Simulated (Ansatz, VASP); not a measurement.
Two plane-wave programs on BN

File INCAR:

```
SYSTEM = BN
ALGO = Normal ; EDIFF = 1E-6
ENCUT = 520 ; GGA = PE
ISIF = 2 ; ISMEAR = 0
LASPH = .True. ; LCHARG = .False.
LREAL = .False. ; LWAVE = .False.
NBANDS = 11 ; NELM = 60
PREC = Accurate ; SIGMA = 0.05
```

KPOINTS

```
k-points
0
Gamma
  12 12 12
  0 0 0
```

File POSCAR:

```
BN
1.0
   -0.0679647668      1.9392613453      1.8123937807
    1.8123937807     -0.0679647668      1.8123937807
    1.7444290139      1.8712965786      0.0000000000
B N
1 1
Direct
    0.0000000000      0.0000000000      0.0000000000
    0.7500000000      0.7500000000      0.7500000000
```

Input for Ansatz:

```yaml
crystal:
  lattice:
    - [-0.0679647668, 1.9392613453, 1.8123937807]
    - [1.8123937807, -0.0679647668, 1.8123937807]
    - [1.7444290139, 1.8712965786, 0.0]
  atoms:
    - { symbol: B, position: [0.0, 0.0, 0.0] }
    - { symbol: "N", position: [0.75, 0.75, 0.75] }
basis:
  ecutwfc: 520.0
kpoints:
  mp_grid: { grid: [12, 12, 12] }
hamiltonian:
  xc: pbe
scf:
  occupations: { method: gaussian, width: 0.05 }
output:
  forces: true
  stress: true
  eigenvalues: true
```

Change from the starting cell: engineering shear strain xz -0.0750, normal strain along z +0.0700.

Alike in both runs: task single point; functional PBE; k mesh 12 × 12 × 12; occupations gaussian, width 0.05 eV; no spin polarisation.

|  | VASP | Ansatz |
| --- | --- | --- |
| version | VASP 6.6.1 | Ansatz 0.2.0 |
| potentials or method | VASP PAW PBE potentials, release 64 (B, N), cutoff 520 eV | scalar-relativistic, plane waves, PAW |
| valence electrons in the cell | 8 | 8 |

VASP gave:

```
gap on the k mesh at the Fermi level (eV)                     : 3.53
least direct gap on the mesh (eV)                             : 7.09
pressure (GPa)                                                : -20.1
traceless stress, the component that is largest in VASP (GPa) : -27.07
rms of the force components (eV/Å)                            : 0.061
```

Task: Estimate Ansatz's values.

Result: gap on the k mesh at the Fermi level (eV): 3.54; least direct gap on the mesh (eV): 7.09; pressure (GPa): -20.1; traceless stress, the component that is largest in VASP (GPa): -27.05; rms of the force components (eV/Å): 0.067.

Atom by atom the forces differ by 0.006 eV/Å (rms over components).
